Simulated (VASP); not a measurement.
# Nb (Fd-3m) in VASP: a series of runs

The runs below take Nb through single point, with PBEsol.

Program: VASP 6.6.1. These are calculated values, not measurements. Logs are shortened: lines on timing, memory, paths and dates and some standing lists are left out, and cuts for length are marked.

## 1. The cell of the first run

Symmetry: Fd-3m, No. 227, cubic system. The conventional cell has a = 5.367 Å, b = 5.367 Å, c = 5.367 Å, α = 90.00°, β = 90.00°, γ = 90.00°. Within 3.1 Å of Nb (site symmetry -43m) lie 4 Nb at 2.32 Å.

This isn't the form of Nb at room conditions, which is bcc.

## 2. Single point, PBEsol

INCAR reads:

```
PREC     = Accurate       # precision mode
ENCUT    = 500            # plane-wave cutoff, eV
EDIFF    = 1E-6           # SCF threshold, eV
ISMEAR   = 0              # smearing method
SIGMA    = 0.1            # smearing width, eV
LREAL    = F              # projectors in reciprocal space
LASPH    = T              # aspherical terms in the spheres
NELM     = 120            # most SCF steps
ALGO     = Normal         # electronic algorithm
ISIF     = 2              # what is computed and relaxed
LWAVE    = F              # write WAVECAR
LCHARG   = F              # write CHGCAR
GGA      = PS             # functional
NBANDS   = 20             # bands
GGA_COMPAT= F
```

KPOINTS reads:

```
Automatic mesh
0
Gamma
  7 7 7
```

POSCAR reads:

```
Nb
1.0
    0.0000000000      2.6835515933      2.6835515933
    2.6835515933      0.0000000000      2.6835515933
    2.6835515933      2.6835515933      0.0000000000
Nb
2
Direct
    1.0000000000      1.0000000000      1.0000000000
    0.2500000000      0.2500000000      0.2500000000
```

Potentials or basis: VASP PAW PBE potentials, release 64 (Nb_sv).

Launch:

```sh
> cat potpaw_PBE.64/Nb_sv/POTCAR > POTCAR
> mpirun -np 1 vasp_std > vasp.out
```

OUTCAR:

```text
PREC = Accurate
   ENCUT = 500
   EDIFF = 1E-6
   ISMEAR = 0
   LREAL = F
   LASPH = T
   NELM = 120
   ISIF = 2
   GGA = PS

 ion  position               nearest neighbor table
   1  0.000  0.000  0.000-   2 2.32   2 2.32   2 2.32   2 2.32
   2  0.250  0.250  0.250-   1 2.32   1 2.32   1 2.32   1 2.32

  LATTYP: Found a face centered cubic cell.
 ALAT       =     5.3671031866

  Lattice vectors:

 A1 = (   0.0000000000,   2.6835515933,   2.6835515933)
 A2 = (   2.6835515933,   0.0000000000,   2.6835515933)
 A3 = (   2.6835515933,   2.6835515933,   0.0000000000)

Analysis of symmetry for initial positions (statically):
=====================================================================
 Subroutine PRICEL returns:
 Original cell was already a primitive cell.

 Routine SETGRP: Setting up the symmetry group for a
 face centered cubic supercell.

 Subroutine GETGRP returns: Found 48 space group operations
 (whereof 24 operations were pure point group operations)
 out of a pool of 48 trial point group operations.

The static configuration has the point symmetry T_d .
 The point group associated with its full space group is O_h .

Analysis of symmetry for dynamics (positions and initial velocities):
=====================================================================
 Subroutine PRICEL returns:
 Original cell was already a primitive cell.

 Routine SETGRP: Setting up the symmetry group for a
 face centered cubic supercell.

 Subroutine GETGRP returns: Found 48 space group operations
 (whereof 24 operations were pure point group operations)
 out of a pool of 48 trial point group operations.

The dynamic configuration has the point symmetry T_d .
 The point group associated with its full space group is O_h .

 Subroutine INISYM returns: Found 48 space group operations
 (whereof 24 operations are pure point group operations),
 and found     1 'primitive' translations

----------------------------------------------------------------------------------------

                                     Primitive cell

  volume of cell :      38.6509

  direct lattice vectors                    reciprocal lattice vectors
     0.000000000  2.683551593  2.683551593    -0.186320249  0.186320249  0.186320249
     2.683551593  0.000000000  2.683551593     0.186320249 -0.186320249  0.186320249
     2.683551593  2.683551593  0.000000000     0.186320249  0.186320249 -0.186320249

  length of vectors
     3.795115059  3.795115059  3.795115059     0.322716137  0.322716137  0.322716137

  position of ions in fractional coordinates (direct lattice)
     0.000000000  0.000000000  0.000000000
     0.250000000  0.250000000  0.250000000

  ion indices of the primitive-cell ions
   primitive index   ion index
                 1           1
                 2           2

----------------------------------------------------------------------------------------

 KPOINTS: Automatic mesh

Automatic generation of k-mesh.
 Grid dimensions read from file:
 generate k-points for:    7    7    7

 Generating k-lattice:

  Cartesian coordinates                     Fractional coordinates (reciprocal lattice)
    -0.026617178  0.026617178  0.026617178     0.142857143  0.000000000  0.000000000
     0.026617178 -0.026617178  0.026617178     0.000000000  0.142857143  0.000000000
     0.026617178  0.026617178 -0.026617178     0.000000000  0.000000000  0.142857143

  Length of vectors
     0.046102305  0.046102305  0.046102305

  Shift w.r.t. Gamma in fractional coordinates (k-lattice)
     0.000000000  0.000000000  0.000000000

 Subroutine IBZKPT returns following result:
 ===========================================

 Found     20 irreducible k-points:

 Following reciprocal coordinates:
            Coordinates               Weight
  0.000000  0.000000  0.000000      1.000000
  0.142857  0.000000  0.000000      8.000000
  0.285714  0.000000  0.000000      8.000000
  0.428571  0.000000  0.000000      8.000000
  0.142857  0.142857  0.000000      6.000000
  0.285714  0.142857  0.000000     24.000000
[... 12 lines left out ...]
 -0.428571  0.428571  0.142857     24.000000
 -0.285714  0.428571  0.142857     24.000000
   k-points           NKPTS =     20   k-points in BZ     NKDIM =     20   number of bands    NBANDS=     20
   number of dos      NEDOS =    301   number of ions     NIONS =      2
   total plane-waves  NPLWV =  21952
   dimension x,y,z NGX =    28 NGY =   28 NGZ =   28
   dimension x,y,z NGXF=    56 NGYF=   56 NGZF=   56
   ions per type =               2
   NGX,Y,Z   is equivalent  to a cutoff of  12.27, 12.27, 12.27 a.u.
   NGXF,Y,Z  is equivalent  to a cutoff of  24.53, 24.53, 24.53 a.u.
 SYSTEM =  unknown system
   PREC   = accura    normal or accurate (medium, high low for compatibility)
   ISTART =      0    job   : 0-new  1-cont  2-samecut
   ICHARG =      2    charge: 1-file 2-atom 10-const
   ISPIN  =      1    spin polarized calculation?
   LNONCOLLINEAR =      F non collinear calculations
   LSORBIT =      F    spin-orbit coupling
   LASPH  =      T    aspherical Exc in radial PAW
   ENCUT  =  500.0 eV  36.75 Ry    6.06 a.u.   6.92  6.92  6.92*2*pi/ulx,y,z
   NELM   =    120;   NELMIN=  2; NELMDL= -5     # of ELM steps
   EDIFF  = 0.1E-05   stopping-criterion for ELM
   LREAL  =      F    real-space projection
   EDIFFG = 0.1E-04   stopping-criterion for IOM
   NSW    =      0    number of steps for IOM
   IBRION =     -1    ionic relax: 0-MD 1-quasi-New 2-CG
   NFREE  =      0    steps in history (QN), initial steepest desc. (CG)
   ISIF   =      2    stress and relaxation
   ISYM   =      2    0-nonsym 1-usesym 2-fastsym
   POTIM  = 0.5000    time-step for ionic-motion
   TEBEG  =    0.0;   TEEND  =   0.0 temperature during run
   PSTRESS=    0.0 pullay stress
   NELECT =      26.0000    total number of electrons
   NUPDOWN=      -1.0000    fix difference up-down
   EMIN   =  10.00;   EMAX   =-10.00  energy-range for DOS
   EFERMI =   0.00;   METHOD = LEGACY
   ISMEAR =     0;   SIGMA  =   0.10  broadening in eV -4-tet -1-fermi 0-gaus
   EFERMI_NEDOS =   21; number of points for ismear=-14 and -15
   IALGO  =     38    algorithm
   IMIX   =      4    mixing-type and parameters
     AMIX     =   0.40;   BMIX     =  1.00
     AMIX_MAG =   1.60;   BMIX_MAG =  1.00
  volume/ion in A,a.u.               =      19.33       130.41
  Fermi-wavevector in a.u.,A,eV,Ry     =   1.434430  2.710679 27.995200  2.057589
  Thomas-Fermi vector in A             =   2.553839
   LORBIT       =      0    0 simple, 1 ext, 2 COOP (PROOUT), +10 PAW based schemes
   GGA     = PS    functional components
   LHFCALC =     F    Hartree Fock is set to
   AEXX    =    0.0000 exact exchange contribution
   IVDW    =     0    specifies the selected vdW correction
   LEPSILON=     F    determine dielectric tensor
   LRPA    =     F    only Hartree local field effects (RPA)
 non-spin polarized calculation
 Gauss-broadening in eV      SIGMA  =   0.10
  energy-cutoff  :      500.00
  volume of cell :       38.65
 maximum number of plane-waves:       998
   NGX = 13   NGY = 13   NGZ = 13

 number of electron      26.0000003 magnetization

 Free energy of the ion-electron system (eV)
  ---------------------------------------------------
  ext. energy  EPLUGINS =         0.00000000
  ---------------------------------------------------
  free energy    TOTEN  =       -15.84407395 eV

  energy without entropy =      -15.83568263  energy(sigma->0) =      -15.83987829

 E-fermi :  10.0858     XC(G=0): -11.8591

 val. band max:        9.9670373497   @ k =  -0.2857   0.2857   0.0000
 cond. band min:      10.1050511747   @ k =   0.1429   0.1429   0.0000
 fundamental gap:      0.1380138249
 Fermi energy:        10.0858391996

 k-point     1 :       0.0000    0.0000    0.0000
  band No.  band energies     occupation
      1     -44.8660      2.00000
      2     -43.1460      2.00000
      3     -21.4521      2.00000
      4     -21.4521      2.00000
      5     -21.4521      2.00000
      6     -19.2910      2.00000
[... 12 lines left out ...]
     19      17.0587      0.00000
     20      21.3485      0.00000

 k-point     2 :       0.1429    0.0000    0.0000
  band No.  band energies     occupation
      1     -44.8079      2.00000
      2     -43.2150      2.00000
      3     -21.5112      2.00000
      4     -21.5112      2.00000
      5     -21.4561      2.00000
      6     -19.2693      2.00000
[... 12 lines left out ...]
     19      16.9504      0.00000
     20      20.6009      0.00000

 k-point     3 :       0.2857    0.0000    0.0000
  band No.  band energies     occupation
      1     -44.6549      2.00000
      2     -43.3922      2.00000
      3     -21.6319      2.00000
      4     -21.6319      2.00000
      5     -21.4734      2.00000
      6     -19.2085      2.00000
[... 12 lines left out ...]
     19      16.5910      0.00000
     20      20.5532      0.00000

 k-point     4 :       0.4286    0.0000    0.0000
  band No.  band energies     occupation
      1     -44.4920      2.00000
      2     -43.5745      2.00000
      3     -21.7195      2.00000
      4     -21.7195      2.00000
      5     -21.4949      2.00000
      6     -19.1483      2.00000
[... 12 lines left out ...]
     19      15.9671      0.00000
     20      17.0541      0.00000

 k-point     5 :       0.1429    0.1429    0.0000
  band No.  band energies     occupation
      1     -44.7874      2.00000
      2     -43.2391      2.00000
      3     -21.5820      2.00000
      4     -21.5820      2.00000
      5     -21.3360      2.00000
      6     -19.4023      2.00000
[... 12 lines left out ...]
     19      17.3627      0.00000
     20      20.2707      0.00000
[... 261 lines left out ...]
      6     -19.6130      2.00000
[... 12 lines left out ...]
     19      17.2025      0.00000
     20      20.0699      0.00000

 k-point    18 :      -0.4286    0.2857    0.1429
  band No.  band energies     occupation
      1     -44.3419      2.00000
      2     -43.7368      2.00000
      3     -22.0258      2.00000
      4     -21.8590      2.00000
      5     -20.9097      2.00000
      6     -19.7264      2.00000
[... 12 lines left out ...]
     19      16.6737      0.00000
     20      17.1088      0.00000

 k-point    19 :      -0.4286    0.4286    0.1429
  band No.  band energies     occupation
      1     -44.2141      2.00000
      2     -43.8709      2.00000
      3     -22.0308      2.00000
      4     -21.9807      2.00000
      5     -20.5885      2.00000
      6     -20.0714      2.00000
[... 12 lines left out ...]
     19      16.7613      0.00000
     20      17.4583      0.00000

 k-point    20 :      -0.2857    0.4286    0.1429
  band No.  band energies     occupation
      1     -44.1619      2.00000
      2     -43.9247      2.00000
      3     -22.0758      2.00000
      4     -21.9623      2.00000
      5     -20.5689      2.00000
      6     -20.0595      2.00000
[... 12 lines left out ...]
     19      16.6422      0.00000
     20      16.7192      0.00000

------------------------ aborting loop because EDIFF is reached ----------------------------------------

  FORCE on cell =-STRESS in cart. coord.  units (eV):
  Direction    XX          YY          ZZ          XY          YZ          ZX
  --------------------------------------------------------------------------------------
  -------------------------------------------------------------------------------------
  Total        7.2590156      7.2590156      7.2590156      0.0000000      0.0000000      0.0000000
  in kB      300.9043501    300.9043501    300.9043501      0.0000000      0.0000000      0.0000000
  external PRESSURE =     300.9043501 kB  Pullay stress =       0.0000000 kB

 VOLUME and BASIS-vectors are now :
 -----------------------------------------------------------------------------
  energy-cutoff  :      500.00
  volume of cell :       38.65
      direct lattice vectors                 reciprocal lattice vectors
     0.000000000  2.683551593  2.683551593    -0.186320249  0.186320249  0.186320249
     2.683551593  0.000000000  2.683551593     0.186320249 -0.186320249  0.186320249
     2.683551593  2.683551593  0.000000000     0.186320249  0.186320249 -0.186320249

 POSITION                                       TOTAL-FORCE (eV/Angst)
 -----------------------------------------------------------------------------------
      0.00000      0.00000      0.00000        -0.000000     -0.000000     -0.000000
      1.34178      1.34178      1.34178         0.000000      0.000000      0.000000
 -----------------------------------------------------------------------------------
    total drift:                                0.000000      0.000000      0.000000

  FREE ENERGIE OF THE ION-ELECTRON SYSTEM (eV)
  ---------------------------------------------------
  free  energy   TOTEN  =       -15.8440739487 eV

  energy  without entropy=      -15.8356826347  energy(sigma->0) =      -15.83987829
```

It took 20 s on 1 thread of AMD EPYC 7R43 (Zen 3), shared host; peak memory 0.12 GiB.

What came out:

```
Free energy            : -15.8441 eV
Pressure               : 30.1 GPa
Band gap on the k mesh : zero (bands 13 and 14 overlap by 2.26 eV)
```

Levels at points of the mesh, in eV from the Fermi level:
| k point | band 11 | band 12 | band 13 | band 14 | band 15 | band 16 |
| --- | --- | --- | --- | --- | --- | --- |
| (0.00, 0.00, 0.00) | -2.64 | -0.80 | -0.80 | -0.80 | 2.47 | 2.47 |

Caveat: the cell stands under pressure; the PAW data sets were made with another functional, which shifts forces and pressure a little.

[end of part 1 of 2]
